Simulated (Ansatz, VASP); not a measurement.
**One calculation of PbO, two programs**

The input POSCAR:

```
PbO
1.0
    2.8938836602      0.0000000000      0.0000000000
    0.0000000000      2.8938836602      0.0000000000
    0.0000000000      0.0000000000      2.8938836602
Pb O
1 1
Direct
    0.0000000000      0.0000000000      0.0000000000
    0.5000000000      0.5000000000      0.5000000000
```

The input INCAR.step1:

```
SYSTEM = PbO
ALGO = Normal ; EDIFF = 1E-4
ENCUT = 520 ; GGA = PE
ISMEAR = -1 ; LASPH = .True.
LCHARG = .False. ; LREAL = .False.
LWAVE = .True. ; NBANDS = 17
NELM = 60 ; PREC = Accurate
SIGMA = 0.08
```

File INCAR.step2:

```
SYSTEM = PbO
ALGO = Normal ; EDIFF = 1E-6
ENCUT = 520 ; ISIF = 2
ISMEAR = -1 ; ISTART = 1
LASPH = .True. ; LCHARG = .True.
LELF = .True. ; LMIXTAU = .True.
LREAL = .False. ; LVHAR = .True.
LWAVE = .False. ; METAGGA = R2SCAN
NBANDS = 17 ; NELM = 60
PREC = Accurate ; SIGMA = 0.08
```

Contents of KPOINTS:

```
k-points
0
Gamma
  13 13 13
  0 0 0
```

Input for Ansatz:

```yaml
crystal:
  lattice:
    - [2.8938836602, 0.0, 0.0]
    - [0.0, 2.8938836602, 0.0]
    - [0.0, 0.0, 2.8938836602]
  atoms:
    - { symbol: Pb, position: [0.0, 0.0, 0.0] }
    - { symbol: O, position: [0.5, 0.5, 0.5] }
kpoints:
  mp_grid: { grid: [13, 13, 13] }
scf:
  occupations: { method: fermi_dirac, width: 0.08 }
hamiltonian:
  xc: r2scan
  pseudopotentials: { kind: paw }
output:
  forces: true
  stress: true
  eigenvalues: true
```

Change from the starting cell: volume scaled by 0.754, to set the pressure.

Alike in both runs: task single point; functional r2SCAN; k mesh 13 × 13 × 13; occupations fermi-dirac, width 0.08 eV; no spin polarisation.

|  | VASP | Ansatz |
| --- | --- | --- |
| version | VASP 6.6.1 | Ansatz 0.2.0 |
| potentials or method | VASP PAW PBE potentials, release 64 (Pb_d, O) | PAW with Ansatz's default frozen-core files, scalar-relativistic |
| plane-wave cutoff (eV) | 520 | 500 |
| valence electrons in the cell | 20 | 20 |

```csv
,VASP,Ansatz,Ansatz less VASP
pressure (GPa),59.2,58.3,-0.93
```

VASP's potentials were made for PBE, not for r2SCAN. Both programs put the cell under a high pressure, so it lies far from rest at this level.

Neither program's run includes spin-orbit coupling.
